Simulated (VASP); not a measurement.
# SiO3 (I4/mmm) in VASP: single point with PBE

Aim: the single point of SiO3 with PBE.

Program: VASP 6.6.1. These are calculated values, not measurements. Logs are shortened: lines on timing, memory, paths and dates and some standing lists are left out, and cuts for length are marked.

**1. The cell of the first run**

It takes space group I4/mmm (No. 139, tetragonal). The conventional cell has a = 3.231 Å, b = 3.231 Å, c = 7.218 Å, α = 90.00°, β = 90.00°, γ = 90.00°. Within 3.0 Å of Si (site symmetry 4/mmm) lie 12 O at 2.29 to 2.42 Å. O (site symmetry 4/mmm) has 4 Si at 2.29 Å and 8 O at 2.42 Å within 3.0 Å. Within 3.0 Å of O (site symmetry -4m2) lie 8 O at 2.29 to 2.42 Å and 4 Si at 2.42 Å.

**2. Single point, PBE, collinear spin, ferromagnetic start**

INCAR

```
  PREC = Accurate
  ENCUT = 600
  EDIFF = 1E-6
  ISMEAR = 0
  SIGMA = 0.1
  LREAL = False
  LASPH = True
  NELM = 200
  ALGO = Normal
  ISIF = 2
  LWAVE = False
  LCHARG = False
  ISPIN = 2
  MAGMOM = 0 1 1 1
  LORBIT = 11
  GGA = PE
  NBANDS = 23
  GGA_COMPAT = False
```

KPOINTS

```
Automatic mesh
0
Gamma
  8 8 8
```

POSCAR

```
SiO3
1.0
   -1.6157464345      1.6157464345      3.6091998276
    1.6157464345     -1.6157464345      3.6091998276
    1.6157464345      1.6157464345     -3.6091998276
Si O
1 3
Direct
    0.0000000000      0.0000000000      0.0000000000
    0.5000000000      0.5000000000      0.0000000000
    0.2500000000      0.7500000000      0.5000000000
    0.7500000000      0.2500000000      0.5000000000
```

Potentials or basis: VASP PAW PBE potentials, release 64 (Si, O).

The run is started by

```
> cat potpaw_PBE.64/Si/POTCAR potpaw_PBE.64/O/POTCAR > POTCAR
> mpirun -np 1 vasp_std > vasp.out
```

OUTCAR:

```text
PREC = Accurate
   ENCUT = 600
   EDIFF = 1E-6
   ISMEAR = 0
   LREAL = False
   LASPH = True
   NELM = 200
   ISIF = 2
   ISPIN = 2
   LORBIT = 11
   GGA = PE

 ion  position               nearest neighbor table
   1  0.000  0.000  0.000-   2 2.29   2 2.29   2 2.29   2 2.29   4 2.42   3 2.42   4 2.42   3 2.42
                             4 2.42   4 2.42   3 2.42   3 2.42
   2  0.500  0.500  0.000-   1 2.29   1 2.29   1 2.29   1 2.29
   3  0.250  0.750  0.500-   1 2.42   1 2.42   1 2.42   1 2.42
   4  0.750  0.250  0.500-   1 2.42   1 2.42   1 2.42   1 2.42

  LATTYP: Found a body centered tetragonal cell.
 ALAT       =     3.2314928690
 C/A-ratio  =     2.2337662337

  Lattice vectors:

 A1 = (  -1.6157464345,   1.6157464345,   3.6091998276)
 A2 = (   1.6157464345,  -1.6157464345,   3.6091998276)
 A3 = (   1.6157464345,   1.6157464345,  -3.6091998276)

Analysis of symmetry for initial positions (statically):
=====================================================================
 Subroutine PRICEL returns:
 Original cell was already a primitive cell.

 Routine SETGRP: Setting up the symmetry group for a
 body centered tetragonal supercell.

 Subroutine GETGRP returns: Found 16 space group operations
 (whereof 16 operations were pure point group operations)
 out of a pool of 16 trial point group operations.

The static configuration has the point symmetry D_4h.

Analysis of symmetry for dynamics (positions and initial velocities):
=====================================================================
 Subroutine PRICEL returns:
 Original cell was already a primitive cell.

 Routine SETGRP: Setting up the symmetry group for a
 body centered tetragonal supercell.

 Subroutine GETGRP returns: Found 16 space group operations
 (whereof 16 operations were pure point group operations)
 out of a pool of 16 trial point group operations.

The dynamic configuration has the point symmetry D_4h.

Analysis of structural, dynamic, and magnetic symmetry:
=====================================================================
 Subroutine PRICEL returns:
 Original cell was already a primitive cell.

 Routine SETGRP: Setting up the symmetry group for a
 body centered tetragonal supercell.

 Subroutine GETGRP returns: Found 16 space group operations
 (whereof 16 operations were pure point group operations)
 out of a pool of 16 trial point group operations.

The overall configuration has the point symmetry D_4h.

 Subroutine INISYM returns: Found 16 space group operations
 (whereof 16 operations are pure point group operations),
 and found     1 'primitive' translations

----------------------------------------------------------------------------------------

                                     Primitive cell

  volume of cell :      37.6892

  direct lattice vectors                    reciprocal lattice vectors
    -1.615746435  1.615746435  3.609199828     0.000000000  0.309454497  0.138534862
     1.615746435 -1.615746435  3.609199828     0.309454497  0.000000000  0.138534862
     1.615746435  1.615746435 -3.609199828     0.309454497  0.309454497  0.000000000

  length of vectors
     4.271720552  4.271720552  4.271720552     0.339048660  0.339048660  0.437634746

  position of ions in fractional coordinates (direct lattice)
     0.000000000  0.000000000  0.000000000
     0.500000000  0.500000000  0.000000000
     0.250000000  0.750000000  0.500000000
     0.750000000  0.250000000  0.500000000

  ion indices of the primitive-cell ions
   primitive index   ion index
                 1           1
                 2           2
                 3           3
                 4           4

----------------------------------------------------------------------------------------

 KPOINTS: Automatic mesh

Automatic generation of k-mesh.
 Grid dimensions read from file:
 generate k-points for:    8    8    8

 Generating k-lattice:

  Cartesian coordinates                     Fractional coordinates (reciprocal lattice)
     0.000000000  0.038681812  0.017316858     0.125000000  0.000000000  0.000000000
     0.038681812  0.000000000  0.017316858     0.000000000  0.125000000  0.000000000
     0.038681812  0.038681812  0.000000000     0.000000000  0.000000000  0.125000000

  Length of vectors
     0.042381082  0.042381082  0.054704343

  Shift w.r.t. Gamma in fractional coordinates (k-lattice)
     0.000000000  0.000000000  0.000000000

 Subroutine IBZKPT returns following result:
 ===========================================

 Found     59 irreducible k-points:

 Following reciprocal coordinates:
            Coordinates               Weight
  0.000000  0.000000  0.000000      1.000000
  0.125000 -0.000000  0.000000      8.000000
  0.250000 -0.000000  0.000000      8.000000
  0.375000  0.000000  0.000000      8.000000
  0.500000 -0.000000  0.000000      4.000000
  0.125000  0.125000  0.000000      8.000000
[... 16 lines left out ...]
  0.250000  0.125000  0.125000     16.000000
  0.375000  0.125000  0.125000      8.000000
 [... further k-points ...]
   k-points           NKPTS =     59   k-points in BZ     NKDIM =     59   number of bands    NBANDS=     23
   number of dos      NEDOS =    301   number of ions     NIONS =      4
   total plane-waves  NPLWV =  46656
   dimension x,y,z NGX =    36 NGY =   36 NGZ =   36
   dimension x,y,z NGXF=    72 NGYF=   72 NGZF=   72
   ions per type =               1   3
   NGX,Y,Z   is equivalent  to a cutoff of  14.01, 14.01, 14.01 a.u.
   NGXF,Y,Z  is equivalent  to a cutoff of  28.02, 28.02, 28.02 a.u.
 SYSTEM =  unknown system
   PREC   = accura    normal or accurate (medium, high low for compatibility)
   ISTART =      0    job   : 0-new  1-cont  2-samecut
   ICHARG =      2    charge: 1-file 2-atom 10-const
   ISPIN  =      2    spin polarized calculation?
   LNONCOLLINEAR =      F non collinear calculations
   LSORBIT =      F    spin-orbit coupling
   LASPH  =      T    aspherical Exc in radial PAW
   ENCUT  =  600.0 eV  44.10 Ry    6.64 a.u.   8.53  8.53  8.53*2*pi/ulx,y,z
   NELM   =    200;   NELMIN=  2; NELMDL= -5     # of ELM steps
   EDIFF  = 0.1E-05   stopping-criterion for ELM
   LREAL  =      F    real-space projection
   EDIFFG = 0.1E-04   stopping-criterion for IOM
   NSW    =      0    number of steps for IOM
   IBRION =     -1    ionic relax: 0-MD 1-quasi-New 2-CG
   NFREE  =      0    steps in history (QN), initial steepest desc. (CG)
   ISIF   =      2    stress and relaxation
   ISYM   =      2    0-nonsym 1-usesym 2-fastsym
   POTIM  = 0.5000    time-step for ionic-motion
   TEBEG  =    0.0;   TEEND  =   0.0 temperature during run
   PSTRESS=    0.0 pullay stress
   NELECT =      22.0000    total number of electrons
   NUPDOWN=      -1.0000    fix difference up-down
   EMIN   =  10.00;   EMAX   =-10.00  energy-range for DOS
   EFERMI =   0.00;   METHOD = LEGACY
   ISMEAR =     0;   SIGMA  =   0.10  broadening in eV -4-tet -1-fermi 0-gaus
   EFERMI_NEDOS =   21; number of points for ismear=-14 and -15
   IALGO  =     38    algorithm
   IMIX   =      4    mixing-type and parameters
     AMIX     =   0.40;   BMIX     =  1.00
     AMIX_MAG =   1.60;   BMIX_MAG =  1.00
  volume/ion in A,a.u.               =       9.42        63.58
  Fermi-wavevector in a.u.,A,eV,Ry     =   1.368180  2.585486 25.468975  1.871917
  Thomas-Fermi vector in A             =   2.494167
   LORBIT       =     11    0 simple, 1 ext, 2 COOP (PROOUT), +10 PAW based schemes
   GGA     = PE    functional components
   LHFCALC =     F    Hartree Fock is set to
   AEXX    =    0.0000 exact exchange contribution
   IVDW    =     0    specifies the selected vdW correction
   LEPSILON=     F    determine dielectric tensor
   LRPA    =     F    only Hartree local field effects (RPA)
 spin polarized calculation
 Gauss-broadening in eV      SIGMA  =   0.10
  energy-cutoff  :      600.00
  volume of cell :       37.69
 maximum number of plane-waves:      1299
 NGX is ok and might be reduce to    36
   NGX = 17   NGY = 17   NGZ = 17

 number of electron      21.9999998 magnetization       2.0508246

 Free energy of the ion-electron system (eV)
  ---------------------------------------------------
  ext. energy  EPLUGINS =         0.00000000
  ---------------------------------------------------
  free energy    TOTEN  =       -17.87793513 eV

  energy without entropy =      -17.86707285  energy(sigma->0) =      -17.87250399

 E-fermi :   5.2380     XC(G=0): -11.6751

 val. band max:        5.2287695002   @ k =   0.5000   0.5000   0.2500
 cond. band min:       5.2527033236   @ k =   0.3750   0.2500   0.1250
 fundamental gap:      0.0239338234
 Fermi energy:         5.2380143746

 spin component 1

 k-point     1 :       0.0000    0.0000    0.0000
  band No.  band energies     occupation
      1     -15.3198      1.00000
      2     -11.6765      1.00000
      3     -10.8263      1.00000
      4      -1.1477      1.00000
      5       0.8660      1.00000
      6       0.8660      1.00000
[... 15 lines left out ...]
     22      23.2720      0.00000
     23      24.8488      0.00000
[... 575 lines left out ...]
      1     -13.2269      1.00000
      2     -12.5760      1.00000
      3     -11.8979      1.00000
      4      -2.6103      1.00000
      5      -0.6839      1.00000
      6      -0.6217      1.00000
[... 15 lines left out ...]
     22      24.7263      0.00000
     23      26.3240      0.00000

 [... further k-points ...]

 spin component 2

 k-point     1 :       0.0000    0.0000    0.0000
  band No.  band energies     occupation
      1     -14.3949      1.00000
      2     -10.6022      1.00000
      3      -9.3555      1.00000
      4      -0.4250      1.00000
      5       1.8649      1.00000
      6       1.9201      1.00000
[... 15 lines left out ...]
     22      23.8194      0.00000
     23      25.1286      0.00000
[... 575 lines left out ...]
      1     -12.2754      1.00000
      2     -11.2701      1.00000
      3     -10.6962      1.00000
      4      -2.3588      1.00000
      5      -0.0953      1.00000
      6       0.2806      1.00000
[... 15 lines left out ...]
     22      25.1086      0.00000
     23      26.9538      0.00000

 [... further k-points ...]
[... 5 lines left out ...]
  --------------------------------------------------------------------------------------
  -------------------------------------------------------------------------------------
  Total       -4.2252137     -4.2252137     -3.1319915      0.0000000     -0.0000000      0.0000000
  in kB     -179.6147227   -179.6147227   -133.1416164      0.0000000     -0.0000000      0.0000000
  external PRESSURE =    -164.1236873 kB  Pullay stress =       0.0000000 kB

 VOLUME and BASIS-vectors are now :
 -----------------------------------------------------------------------------
  energy-cutoff  :      600.00
  volume of cell :       37.69
      direct lattice vectors                 reciprocal lattice vectors
    -1.615746435  1.615746435  3.609199828     0.000000000  0.309454497  0.138534862
     1.615746435 -1.615746435  3.609199828     0.309454497  0.000000000  0.138534862
     1.615746435  1.615746435 -3.609199828     0.309454497  0.309454497  0.000000000

 POSITION                                       TOTAL-FORCE (eV/Angst)
 -----------------------------------------------------------------------------------
      0.00000      0.00000      0.00000        -0.000000     -0.000000     -0.000000
      0.00000      0.00000      3.60920        -0.000000     -0.000000     -0.000000
      1.61575      0.00000      1.80460        -0.000000     -0.000000      0.000000
      0.00000      1.61575      1.80460         0.000000      0.000000     -0.000000
 -----------------------------------------------------------------------------------
    total drift:                               -0.000000      0.000000     -0.000000

  FREE ENERGIE OF THE ION-ELECTRON SYSTEM (eV)
  ---------------------------------------------------
  free  energy   TOTEN  =       -17.8779351311 eV

  energy  without entropy=      -17.8670728505  energy(sigma->0) =      -17.87250399

 total charge

# of ion       s       p       d       tot
------------------------------------------
    1        0.756   0.413   0.000   1.170
    2        1.612   3.192   0.000   4.804
    3        1.628   3.113   0.000   4.741
    4        1.628   3.113   0.000   4.741
--------------------------------------------------
tot          5.624   9.832   0.000  15.456

 magnetization (x)

# of ion       s       p       d       tot
------------------------------------------
    1       -0.016  -0.026   0.000  -0.042
    2        0.004   0.438   0.000   0.442
    3        0.008   0.708   0.000   0.716
    4        0.008   0.708   0.000   0.716
--------------------------------------------------
tot          0.005   1.827   0.000   1.832
```

It took 4.8 min on 1 thread of Oxide Virtual Turin-like, shared host; peak memory 0.24 GiB.

What came out:

```
Free energy                                           : -17.8779 eV
Pressure                                              : -16.4 GPa
Net moment                                            : 2.05 μB per cell
Site moments                                          : Si -0.04; O +0.44, +0.72 (each value once) μB
Valence electrons inside the program's atomic spheres : Si 1.17; O 4.80, 4.74 (each value once)
```

Caveat: the cell stands under tension.
